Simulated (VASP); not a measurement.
Wanted: the native input for a VASP 6.6.1 run.

* Task: single point
* Functional: PBE
* Potentials or basis: VASP PAW PBE potentials, release 64 (Fe, O)
* Cutoff: 520 eV
* k mesh: 5 × 10 × 10
* Occupations: fermi-dirac, width 0.05 eV
* Spin: no spin polarisation
* Dipole correction: no
* Further INCAR settings: ALGO = Normal; EDIFF = 1e-06; NBANDS = 22

The structure of FeO lies in POSCAR:

```
FeO
1.0
    0.0000000000      4.3108000000      4.3108000000
    2.1554000000      0.0000000000      2.1554000000
    2.1554000000      2.1554000000      0.0000000000
Fe O
2 2
Direct
    0.0000000000      0.0000000000      0.0000000000
    0.5000000000      0.0000000000      0.0000000000
    0.2500000000      0.5000000000      0.5000000000
    0.7500000000      0.5000000000      0.5000000000
```

One way to write it, as run:

INCAR

```
SYSTEM = FeO
ALGO = Normal
EDIFF = 1E-6
ENCUT = 520
GGA = PE
ISIF = 2
ISMEAR = -1
LASPH = .True.
LCHARG = .False.
LREAL = .False.
LWAVE = .False.
NBANDS = 22
NELM = 60
PREC = Accurate
SIGMA = 0.05
```

KPOINTS

```
k-points
0
Gamma
  5 10 10
  0 0 0
```

Potentials or basis: VASP PAW PBE potentials, release 64 (Fe, O).

Run with:

```console
$ cat potpaw_PBE.64/Fe/POTCAR potpaw_PBE.64/O/POTCAR > POTCAR
$ mpirun -np 1 vasp_std > vasp.out
```

Results of the run:

```
Pressure               : -25.7 GPa
Band gap on the k mesh : zero (band 14 reaches 5.53 eV, above the bottom of band 15 at 5.11 eV)
```

Caveat: the run has no spin polarisation, though such a crystal can be magnetic; semilocal functionals often make such compounds metallic where correlation or magnetic order opens a gap, which also shifts bond lengths.

It took 17 s on 1 thread of Intel(R) Xeon(R) 6975P-C (Granite Rapids), with other jobs on the host, peak memory 0.19 GiB.
